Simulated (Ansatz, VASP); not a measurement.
## Two plane-wave programs on Re

```
CELL_PARAMETERS angstrom
2.77482 0.00000 0.00000
-1.38741 2.40307 0.00000
0.00000 0.00000 4.48422
ATOMIC_POSITIONS crystal
Re 0.33333 0.66667 0.22291
Re 0.66667 0.33333 0.77709
```

Change from the starting cell: mode 4 frozen in at -0.121 Å and mode 6 at +0.000 Å (largest displacements).

Alike in both runs: task single point; functional PBE; k mesh 18 × 18 × 10; occupations gaussian, width 0.15 eV; no spin polarisation.

|  | VASP | Ansatz |
| --- | --- | --- |
| version | VASP 6.6.1 | Ansatz 0.2.0 |
| potentials or method | VASP PAW PBE potentials, release 64 (Re), cutoff 520 eV | scalar-relativistic, plane waves, PAW |
| valence electrons in the cell | 14 | 30 |

|  | VASP | Ansatz | Ansatz less VASP |
| --- | --- | --- | --- |
| gap on the k mesh at the Fermi level (eV) | none | none | - |
| pressure (GPa) | 9.0 | 9.5 | +0.47 |
| traceless stress, the component that is largest in VASP (GPa) | 5.23 | 5.53 | +0.304 |
| rms of the force components (eV/Å) | 1.433 | 1.493 | +0.0592 |

Atom by atom the forces differ by 0.059 eV/Å (rms over components). A gap of «none» marks a metal or a gap that the smearing closes. With one functional, cell and mesh, what is left measures potentials, basis and numerics. VASP's potentials hold 14 valence electrons a cell and Ansatz's 30, so a difference there can come from the potentials and not from the codes.

Spin-orbit coupling is off throughout.
